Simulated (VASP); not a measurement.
# Al4O (Cmmm) in VASP: a series of runs

Al4O is run at these levels: PBE; tasks: single point, relaxation of cell and atoms.

Program: VASP 6.6.1. These are calculated values, not measurements. Logs are shortened: lines on timing, memory, paths and dates and some standing lists are left out, and cuts for length are marked.

## Step 1: The cell of the first run

It takes space group Cmmm (No. 65, orthorhombic). The conventional cell has a = 2.689 Å, b = 5.107 Å, c = 11.486 Å, α = 90.00°, β = 90.00°, γ = 90.00°. Al (site symmetry mm2) has 8 Al at 2.69 to 2.89 Å within 3.5 Å. Within 2.7 Å of Al (site symmetry mm2) lie 2 O at 2.00 Å and 2 Al at 2.69 Å. Within 2.7 Å of O (site symmetry mmm) lie 4 Al at 2.00 Å and 2 O at 2.69 Å.

The cell was generated, and may not be a known phase.

## Step 2: Single point, PBE

File INCAR:

```
SYSTEM = Al4O
PREC     = Accurate       ! precision mode
ENCUT    = 520            ! plane-wave cutoff, eV
EDIFF    = 1E-6           ! SCF threshold, eV
ISMEAR   = 0              ! smearing method
SIGMA    = 0.1            ! smearing width, eV
LREAL    = .False.        ! projectors in reciprocal space
LASPH    = .True.         ! aspherical terms in the spheres
NELM     = 100            ! most SCF steps
ALGO     = Normal         ! electronic algorithm
ISIF     = 2              ! what is computed and relaxed
LWAVE    = .False.        ! write WAVECAR
LCHARG   = .False.        ! write CHGCAR
GGA      = PE             ! functional
NBANDS   = 17             ! bands
```

File KPOINTS:

```
regular mesh
0
Gamma
  8 8 2
  0 0 0
```

File POSCAR:

```
Al4O
1.0
    1.3446874684     -2.5532781082      0.0000000000
    1.3446874684      2.5532781082      0.0000000000
    0.0000000000      0.0000000000     11.4856650763
Al O
4 1
Direct
    0.0000000000      0.0000000000      0.3759865170
    0.0000000000      0.0000000000      0.6240134830
    0.0000000000      0.0000000000      0.8714641069
    0.0000000000      0.0000000000      0.1285358931
    0.5000000000      0.5000000000      0.0000000000
```

Potentials or basis: VASP PAW PBE potentials, release 64 (Al, O).

The run is started by

```
> cat potpaw_PBE.64/Al/POTCAR potpaw_PBE.64/O/POTCAR > POTCAR
> mpirun -np 1 vasp_std > vasp.out
```

OUTCAR:

```text
SYSTEM = Al4O
   PREC = Accurate
   ENCUT = 520
   EDIFF = 1E-6
   ISMEAR = 0
   LREAL = .False.
   LASPH = .True.
   NELM = 100
   ISIF = 2
   GGA = PE

 ion  position               nearest neighbor table
   1  0.000  0.000  0.376-   4 2.84   2 2.85
   2  0.000  0.000  0.624-   3 2.84   1 2.85
   3  0.000  0.000  0.871-   5 2.00   5 2.00   2 2.84   4 2.95
   4  0.000  0.000  0.129-   5 2.00   5 2.00   1 2.84   3 2.95
   5  0.500  0.500  0.000-   3 2.00   4 2.00   3 2.00   4 2.00

  LATTYP: Found a base centered orthorhombic cell.
 ALAT       =     2.6893749368
 B/A-ratio  =     1.8987892490
 C/A-ratio  =     4.2707563453

  Lattice vectors:

 A1 = (   1.3446874684,  -2.5532781082,   0.0000000000)
 A2 = (   1.3446874684,   2.5532781082,   0.0000000000)
 A3 = (   0.0000000000,   0.0000000000,  11.4856650763)

Analysis of symmetry for initial positions (statically):
=====================================================================
 Subroutine PRICEL returns:
 Original cell was already a primitive cell.

 Routine SETGRP: Setting up the symmetry group for a
 base centered orthorhombic supercell.

 Subroutine GETGRP returns: Found  8 space group operations
 (whereof  8 operations were pure point group operations)
 out of a pool of  8 trial point group operations.

The static configuration has the point symmetry D_2h.

Analysis of symmetry for dynamics (positions and initial velocities):
=====================================================================
 Subroutine PRICEL returns:
 Original cell was already a primitive cell.

 Routine SETGRP: Setting up the symmetry group for a
 base centered orthorhombic supercell.

 Subroutine GETGRP returns: Found  8 space group operations
 (whereof  8 operations were pure point group operations)
 out of a pool of  8 trial point group operations.

The dynamic configuration has the point symmetry D_2h.

 Subroutine INISYM returns: Found  8 space group operations
 (whereof  8 operations are pure point group operations),
 and found     1 'primitive' translations

----------------------------------------------------------------------------------------

                                     Primitive cell

  volume of cell :      78.8689

  direct lattice vectors                    reciprocal lattice vectors
     1.344687468 -2.553278108  0.000000000     0.371833613 -0.195826690  0.000000000
     1.344687468  2.553278108  0.000000000     0.371833613  0.195826690  0.000000000
     0.000000000  0.000000000 11.485665076     0.000000000  0.000000000  0.087065050

  length of vectors
     2.885725816  2.885725816 11.485665076     0.420247937  0.420247937  0.087065050

  position of ions in fractional coordinates (direct lattice)
     0.000000000  0.000000000  0.375986517
     0.000000000  0.000000000  0.624013483
     0.000000000  0.000000000  0.871464107
     0.000000000  0.000000000  0.128535893
     0.500000000  0.500000000  0.000000000

  ion indices of the primitive-cell ions
   primitive index   ion index
                 1           1
                 2           2
                 3           3
                 4           4
                 5           5

----------------------------------------------------------------------------------------

 KPOINTS: regular mesh

Automatic generation of k-mesh.
 Grid dimensions read from file:
 generate k-points for:    8    8    2

 Generating k-lattice:

  Cartesian coordinates                     Fractional coordinates (reciprocal lattice)
     0.046479202 -0.024478336  0.000000000     0.125000000  0.000000000  0.000000000
     0.046479202  0.024478336  0.000000000     0.000000000  0.125000000  0.000000000
     0.000000000  0.000000000  0.043532525     0.000000000  0.000000000  0.500000000

  Length of vectors
     0.052530992  0.052530992  0.043532525

  Shift w.r.t. Gamma in fractional coordinates (k-lattice)
     0.000000000  0.000000000  0.000000000

 Subroutine IBZKPT returns following result:
 ===========================================

 Found     42 irreducible k-points:

 Following reciprocal coordinates:
            Coordinates               Weight
  0.000000  0.000000  0.000000      1.000000
  0.125000  0.000000  0.000000      4.000000
  0.250000  0.000000  0.000000      4.000000
  0.375000  0.000000  0.000000      4.000000
  0.500000  0.000000  0.000000      2.000000
  0.125000  0.125000  0.000000      2.000000
[... 16 lines left out ...]
  0.125000  0.000000  0.500000      4.000000
  0.250000  0.000000  0.500000      4.000000
 [... further k-points ...]
   k-points           NKPTS =     42   k-points in BZ     NKDIM =     42   number of bands    NBANDS=     17
   number of dos      NEDOS =    301   number of ions     NIONS =      5
   total plane-waves  NPLWV =  51840
   dimension x,y,z NGX =    24 NGY =   24 NGZ =   90
   dimension x,y,z NGXF=    48 NGYF=   48 NGZF=  180
   ions per type =               4   1
[... 65 lines left out ...]
 fundamental gap:      0.0585840300
 Fermi energy:         7.0418153555

 k-point     1 :       0.0000    0.0000    0.0000
  band No.  band energies     occupation
      1     -14.4751      2.00000
      2      -3.4561      2.00000
      3      -2.6268      2.00000
      4      -0.8388      2.00000
      5      -0.0340      2.00000
      6       2.5775      2.00000
[... 9 lines left out ...]
     16      18.6678      0.00000
     17      19.4179      0.00000

 k-point     2 :       0.1250    0.0000    0.0000
  band No.  band energies     occupation
      1     -14.3029      2.00000
      2      -3.1336      2.00000
      3      -2.2268      2.00000
      4      -0.4736      2.00000
      5       0.1959      2.00000
      6       1.8553      2.00000
[... 9 lines left out ...]
     16      16.7655      0.00000
     17      17.2313      0.00000

 k-point     3 :       0.2500    0.0000    0.0000
  band No.  band energies     occupation
      1     -13.8514      2.00000
      2      -2.2429      2.00000
      3      -1.0929      2.00000
      4      -0.3045      2.00000
      5       0.6006      2.00000
      6       1.8242      2.00000
[... 9 lines left out ...]
     16      14.8704      0.00000
     17      14.9830      0.00000

 k-point     4 :       0.3750    0.0000    0.0000
  band No.  band energies     occupation
      1     -13.3345      2.00000
      2      -1.7472      2.00000
      3      -1.1116      2.00000
      4       1.0109      2.00000
      5       2.3286      2.00000
      6       2.5125      2.00000
[... 9 lines left out ...]
     16      13.7441      0.00000
     17      14.2876      0.00000

 k-point     5 :       0.5000    0.0000    0.0000
  band No.  band energies     occupation
      1     -13.0947      2.00000
      2      -2.2943      2.00000
      3      -0.5288      2.00000
      4       2.4477      2.00000
      5       3.5919      2.00000
      6       3.9098      2.00000
[... 9 lines left out ...]
     16      12.9424      0.00000
     17      14.0238      0.00000

 k-point     6 :       0.1250    0.1250    0.0000
  band No.  band energies     occupation
      1     -13.9498      2.00000
      2      -2.4862      2.00000
      3      -1.4004      2.00000
      4      -0.2016      2.00000
      5       0.2932      2.00000
      6       1.6226      2.00000
[... 9 lines left out ...]
     16      14.4384      0.00000
     17      15.4324      0.00000
[... 281 lines left out ...]
 k-point    21 :       0.5000    0.5000    0.0000
  band No.  band energies     occupation
      1     -13.5384      2.00000
      2      -1.1675      2.00000
      3      -0.8382      2.00000
      4       2.0525      2.00000
      5       2.6724      2.00000
      6       3.2216      2.00000
[... 9 lines left out ...]
     16      12.8807      0.00000
     17      14.0866      0.00000

 k-point    22 :       0.0000    0.0000    0.5000
  band No.  band energies     occupation
      1     -14.4751      2.00000
      2      -3.5218      2.00000
      3      -2.2536      2.00000
      4      -1.6485      2.00000
      5       1.2143      2.00000
      6       1.9133      2.00000
[... 9 lines left out ...]
     16      18.5687      0.00000
     17      18.6610      0.00000

 k-point    23 :       0.1250    0.0000    0.5000
  band No.  band energies     occupation
      1     -14.3029      2.00000
      2      -3.1884      2.00000
      3      -1.8763      2.00000
      4      -1.2777      2.00000
      5       1.1613      2.00000
      6       2.1894      2.00000
[... 9 lines left out ...]
     16      16.7610      0.00000
     17      17.5740      0.00000

 k-point    24 :       0.2500    0.0000    0.5000
  band No.  band energies     occupation
      1     -13.8514      2.00000
      2      -2.2707      2.00000
      3      -0.7493      2.00000
      4      -0.6370      2.00000
      5       0.3536      2.00000
      6       2.6472      2.00000
[... 9 lines left out ...]
     16      14.1021      0.00000
     17      15.1776      0.00000

 [... further k-points ...]
[... 5 lines left out ...]
  --------------------------------------------------------------------------------------
  -------------------------------------------------------------------------------------
  Total       -0.0862360      0.1581234     -0.1530908     -0.0000000      0.0000000      0.0000000
  in kB       -1.7518368      3.2121889     -3.1099538     -0.0000000      0.0000000      0.0000000
  external PRESSURE =      -0.5498672 kB  Pullay stress =       0.0000000 kB

 VOLUME and BASIS-vectors are now :
 -----------------------------------------------------------------------------
  energy-cutoff  :      520.00
  volume of cell :       78.87
      direct lattice vectors                 reciprocal lattice vectors
     1.344687468 -2.553278108  0.000000000     0.371833613 -0.195826690  0.000000000
     1.344687468  2.553278108  0.000000000     0.371833613  0.195826690  0.000000000
     0.000000000  0.000000000 11.485665076     0.000000000  0.000000000  0.087065050

 POSITION                                       TOTAL-FORCE (eV/Angst)
 -----------------------------------------------------------------------------------
      0.00000      0.00000      4.31846         0.000000     -0.000000     -0.007289
      0.00000      0.00000      7.16721         0.000000     -0.000000      0.007289
      0.00000      0.00000     10.00934        -0.000000     -0.000000     -0.005867
      0.00000      0.00000      1.47632         0.000000     -0.000000      0.005867
      1.34469      0.00000      0.00000         0.000000      0.000000      0.000000
 -----------------------------------------------------------------------------------
    total drift:                               -0.000000     -0.000000     -0.000000

  FREE ENERGIE OF THE ION-ELECTRON SYSTEM (eV)
  ---------------------------------------------------
  free  energy   TOTEN  =       -22.4128796972 eV

  energy  without entropy=      -22.4021135855  energy(sigma->0) =      -22.40749664
```

Wall time 42 s (1 thread of AMD EPYC 9R14 (Zen 4), shared host); peak memory 0.2 GiB.

Results:

```
Free energy            : -22.4129 eV
Pressure               : -0.1 GPa
Largest force          : 0.007 eV/Å
Band gap on the k mesh : zero (bands 9 and 10 overlap by 2.47 eV)
```

Forces in eV/Å, atoms in the order of the input:
```
Al   0.000  0.000 -0.007
Al   0.000  0.000  0.007
Al   0.000  0.000 -0.006
Al   0.000  0.000  0.006
O    0.000  0.000  0.000
```

Stress tensor (GPa, compression positive):
```
-0.18  0.00  0.00
 0.00  0.32  0.00
 0.00  0.00 -0.31
```

## Step 3: Single point, PBE, collinear spin, ferromagnetic start

This run uses another cell than the first one, of 16.11 Å³/atom.

File INCAR:

```
PREC = Accurate
ENCUT = 520
EDIFF = 1E-6
ISMEAR = 0
SIGMA = 0.1
LREAL = F
LASPH = T
NELM = 150
ALGO = Normal
ISIF = 2
LWAVE = F
LCHARG = T
ISPIN = 2
MAGMOM = 0 0 0 0 1
LORBIT = 11
GGA = PE
LELF = T
LVHAR = T
NBANDS = 21
```

File KPOINTS:

```
Automatic mesh
0
Gamma
  4 4 4
```

File POSCAR:

```
Al4O
1.0
    1.3422928658     -2.4470821252      0.0000000000
    1.3422928658      2.4470821252      0.0000000000
    0.0000000000      0.0000000000     12.2613345492
Al O
4 1
Direct
    0.0000000000      0.0000000000      0.3758515734
    0.0000000000      0.0000000000      0.6241484266
    0.0000000000      0.0000000000      0.8791210385
    0.0000000000      0.0000000000      0.1208789615
    0.5000000000      0.5000000000      0.0000000000
```

Potentials or basis: VASP PAW PBE potentials, release 64 (Al, O).

The run is started by

```
> cat potpaw_PBE.64/Al/POTCAR potpaw_PBE.64/O/POTCAR > POTCAR
> mpirun -np 1 vasp_std > vasp.out
```

Run time: 78 s. Hardware: 1 thread of AMD EPYC 9R14 (Zen 4), shared host; peak memory 0.25 GiB.

It converged, with:

| Quantity | Value |
| --- | --- |
| Free energy | -22.6344 eV |
| Pressure | 0.0 GPa |
| Largest force | 0.045 eV/Å |
| Band gap on the k mesh | zero (filled and empty bands overlap) |
| Net moment | 0.00 μB per cell |
| Valence electrons inside the program's atomic spheres | Al 0.77, 0.75 (each value once); O 5.08 |

Forces on the atoms (eV/Å):
```
Al   0.000  0.000  0.018
Al   0.000  0.000 -0.018
Al   0.000  0.000  0.045
Al   0.000  0.000 -0.045
O    0.000  0.000  0.000
```

Stress tensor (GPa, compression positive):
```
 0.14  0.00  0.00
 0.00 -0.27  0.00
 0.00  0.00  0.27
```

Levels at points of the mesh, in eV from the Fermi level:
Spin up:
```csv
k point,band 5,band 6,band 7,band 8,band 9,band 10,band 11,band 12,band 13,band 14
"(0.00, 0.00, 0.00)",-7.40,-4.31,-4.20,-3.45,-3.18,0.77,2.07,6.29,6.63,11.50
"(0.50, 0.00, 0.00)",-4.08,-3.51,-3.06,-2.63,-1.58,-0.62,-0.59,0.36,2.91,3.10
"(0.50, 0.50, 0.00)",-4.33,-4.22,-3.63,-2.90,-2.44,-1.47,-0.99,0.71,2.18,3.07
"(0.00, 0.00, 0.50)",-6.80,-5.39,-4.20,-3.18,-2.09,-0.64,3.90,4.18,8.50,9.69
"(0.50, 0.00, 0.50)",-4.04,-3.57,-3.19,-2.33,-1.57,-1.31,0.01,0.56,1.94,3.63
"(0.50, 0.50, 0.50)",-4.39,-4.17,-3.37,-3.11,-2.81,-0.70,-0.67,-0.39,2.57,3.16
```
Spin down:
| k point | band 5 | band 6 | band 7 | band 8 | band 9 | band 10 | band 11 | band 12 | band 13 | band 14 |
| --- | --- | --- | --- | --- | --- | --- | --- | --- | --- | --- |
| (0.00, 0.00, 0.00) | -7.40 | -4.31 | -4.20 | -3.45 | -3.18 | 0.77 | 2.07 | 6.29 | 6.63 | 11.50 |
| (0.50, 0.00, 0.00) | -4.08 | -3.51 | -3.06 | -2.63 | -1.58 | -0.62 | -0.59 | 0.36 | 2.91 | 3.10 |
| (0.50, 0.50, 0.00) | -4.33 | -4.22 | -3.63 | -2.90 | -2.44 | -1.47 | -0.99 | 0.71 | 2.18 | 3.07 |
| (0.00, 0.00, 0.50) | -6.80 | -5.39 | -4.20 | -3.18 | -2.09 | -0.64 | 3.90 | 4.18 | 8.50 | 9.69 |
| (0.50, 0.00, 0.50) | -4.04 | -3.57 | -3.19 | -2.34 | -1.57 | -1.31 | 0.01 | 0.56 | 1.94 | 3.63 |
| (0.50, 0.50, 0.50) | -4.39 | -4.17 | -3.37 | -3.11 | -2.81 | -0.71 | -0.67 | -0.39 | 2.57 | 3.16 |

Caveat: the k points lie up to 0.67 Å⁻¹ apart, too coarse for converged energies and pressures of a metal.

## Step 4: Relaxation of cell and atoms, PBE

This run uses another cell than the first one, of 16.11 Å³/atom.

File INCAR:

```
ALGO     = Normal         # electronic algorithm
EDIFF    = 1E-6           # SCF threshold, eV
EDIFFG   = -0.04          # ionic threshold
ENCUT    = 600            # plane-wave cutoff, eV
GGA      = PE             # functional
IBRION   = 2              # ionic algorithm
ISIF     = 3              # what is computed and relaxed
ISMEAR   = 0              # smearing method
LASPH    = True           # aspherical terms in the spheres
LCHARG   = False          # write CHGCAR
LREAL    = False          # projectors in reciprocal space
LWAVE    = False          # write WAVECAR
NELM     = 100            # most SCF steps
NSW      = 90             # ionic steps
PREC     = Accurate       # precision mode
SIGMA    = 0.1            # smearing width, eV
```

File KPOINTS:

```
k-points
0
Gamma
  8 8 2
```

POSCAR is that of step 3.

The run is started by

```
> cat potpaw_PBE.64/Al/POTCAR potpaw_PBE.64/O/POTCAR > POTCAR
> mpirun -np 1 vasp_std > vasp.out
```

Run time: 3.6 min. Hardware: 1 thread of AMD EPYC 9R14 (Zen 4), shared host; peak memory 0.22 GiB.

The run converged. Its results:

```yaml
Free_energy: -22.4177 eV
Relaxed_volume: 15.75 Å³/atom
Relaxed_cell: a = 2.891 Å, b = 2.891 Å, c = 11.441 Å, α = 90.00°, β = 90.00°, γ = 124.56°
Space_group_after_relaxing_to_0.1_Å: Cmmm (No. 65)
Energy_gained_by_relaxing: 25.3 meV/atom
Ionic_steps: 11
Pressure_after_relaxing: 0.0 GPa
Largest_force_after_relaxing: 0.026 eV/Å
Band_gap_on_the_k_mesh: zero (bands 9 and 10 overlap by 2.46 eV)
```

Forces on the atoms (eV/Å):
```
Al   0.000  0.000 -0.026
Al   0.000  0.000  0.026
Al   0.000  0.000 -0.004
Al   0.000  0.000  0.004
O    0.000  0.000  0.000
```

Stress tensor (GPa, compression positive):
```
-0.20  0.00  0.00
 0.00  0.24  0.00
 0.00  0.00 -0.04
```

The path:
```tsv
step	energy change (eV)	largest force (eV/Å)	pressure (GPa)	volume (Å³)
1	0.0000	0.1635	0.19	80.55
2	-0.0646	0.5685	-0.09	80.74
3	-0.0698	0.7372	-0.14	80.79
4	-0.1076	0.2630	-0.92	80.74
5	-0.1110	0.1037	-1.11	80.72
6	-0.1112	0.0846	-1.16	80.71
7	-0.1218	0.0951	0.00	79.18
8	-0.1231	0.1034	0.58	78.45
9	-0.1257	0.0453	0.16	78.44
10	-0.1258	0.0303	0.22	78.44
11	-0.1266	0.0256	0.00	78.74
```

Final structure:
```
Al O
1.0
     1.34462   -2.55908    0.00000
     1.34462    2.55908    0.00000
     0.00000    0.00000   11.44117
Al O
4 1
Direct
  0.00000 0.00000 0.37627
  0.00000 0.00000 0.62373
  0.00000 0.00000 0.87102
  0.00000 0.00000 0.12898
  0.50000 0.50000 0.00000
```

Levels at points of the mesh, in eV from the Fermi level:
```tsv
k point	band 7	band 8	band 9	band 10	band 11	band 12
(0.00, 0.00, 0.00)	-3.62	-3.60	-2.37	2.25	2.91	7.23
(0.50, 0.00, 0.00)	-2.56	-2.20	-1.27	-0.53	0.43	0.94
(0.50, 0.50, 0.00)	-3.45	-3.02	-1.88	-1.53	-0.90	1.17
(0.00, 0.00, 0.50)	-4.47	-3.62	-0.80	0.42	4.92	5.37
(0.50, 0.00, 0.50)	-2.60	-2.10	-1.35	-0.49	0.20	1.57
(0.50, 0.50, 0.50)	-3.44	-2.77	-2.53	-1.09	-0.18	0.10
```

## Step 5: Summary

| task | spin | cell | k mesh | cutoff (eV) | gap on the mesh (eV) | pressure (GPa) | largest force (eV/Å) |
| --- | --- | --- | --- | --- | --- | --- | --- |
| single point | off | a = 2.886, b = 2.886, c = 11.486 Å, angles 90.0, 90.0, 124.5°, 5 atoms, atomic positions A | 8 × 8 × 2 | 520 | none | -0.1 | 0.01 |
| single point | collinear, ferromagnetic start | a = 2.791, b = 2.791, c = 12.261 Å, angles 90.0, 90.0, 122.5°, 5 atoms, atomic positions B | 4 × 4 × 4 | 520 | none | 0.0 | 0.04 |
| relaxation of cell and atoms | off | relaxed from a = 2.791, b = 2.791, c = 12.261 Å, angles 90.0, 90.0, 122.5°, 5 atoms, atomic positions B | 8 × 8 × 2 | 600 | none | 0.0 | 0.03 |

Alike in all rows: level PBE; potentials or basis VASP PAW PBE potentials, release 64 (Al, O); smearing gaussian 0.1 eV.

Caveats: some runs use coarse meshes.

Absolute energies hang on the potentials; compare differences alone.

The gap in the log of VASP goes by the Fermi energy; the results here count the filled bands.